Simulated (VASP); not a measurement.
A run of VASP 6.6.1 is set up as follows.

Contents of INCAR:

```
SYSTEM = Co
  PREC = Accurate
  ENCUT = 520
  EDIFF = 1E-7
  ISMEAR = 0
  SIGMA = 0.1
  LREAL = .False.
  LASPH = .True.
  NELM = 150
  ALGO = Fast
  ISIF = 2
  LWAVE = .False.
  LCHARG = .False.
  ISPIN = 2
  MAGMOM = 1.81 1.81
  LORBIT = 11
  LMAXMIX = 4
  GGA = PE
  NBANDS = 20
```

KPOINTS

```
Automatic mesh
0
Gamma
  21 21 10
  0 0 0
```

POSCAR

```
Co
1.0
    1.2467918830     -2.1595301614      0.0000000000
    1.2467918830      2.1595301614      0.0000000000
    0.0000000000      0.0000000000      4.0326813510
Co
2
Direct
    0.8333383621      0.1666616379      0.2500000000
    0.1666616379      0.8333383621      0.7500000000
```

Potentials or basis: VASP PAW PBE potentials, release 64 (Co).

The run is started by

```bash
$ cat potpaw_PBE.64/Co/POTCAR > POTCAR
$ mpirun -np 1 vasp_std > vasp.out
```

Q: Estimate the site moments.

A: Co +1.62 μB.

Q: What does it give for the pressure?

A: -0.7 GPa.

Q: Predict the net moment.

A: 3.21 μB per cell.

Stress tensor (GPa, compression positive):
```
-0.66  0.00  0.00
 0.00 -0.66  0.00
 0.00  0.00 -0.80
```
